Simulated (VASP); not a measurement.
The system is Ga.

```
CELL_PARAMETERS angstrom
-1.68806 1.68806 1.68806
1.68806 -1.68806 1.68806
1.68806 1.68806 -1.68806
ATOMIC_POSITIONS crystal
Ga 0.00000 0.00000 0.00000
```

Base run:

```yaml
Program: VASP 6.6.1
Functional: PBE
Potentials_or_basis: VASP PAW PBE potentials, release 64 (Ga_d)
Cutoff: 520 eV
k_mesh: 8 × 8 × 8
Occupations: gaussian, width 0.05 eV
Spin: no spin polarisation
```

Its results: pressure 0.1 GPa.

Task: The run is repeated on the same cell with these changes: functional from PBE to r2SCAN; k mesh from 8 × 8 × 8 to 18 × 18 × 18. What comes out?

Result: Pressure -2.9 GPa.

Several settings changed at once, so the effect can't be laid on one alone.

Caveats: the PAW data sets were made with another functional, which shifts forces and pressure a little (some runs).
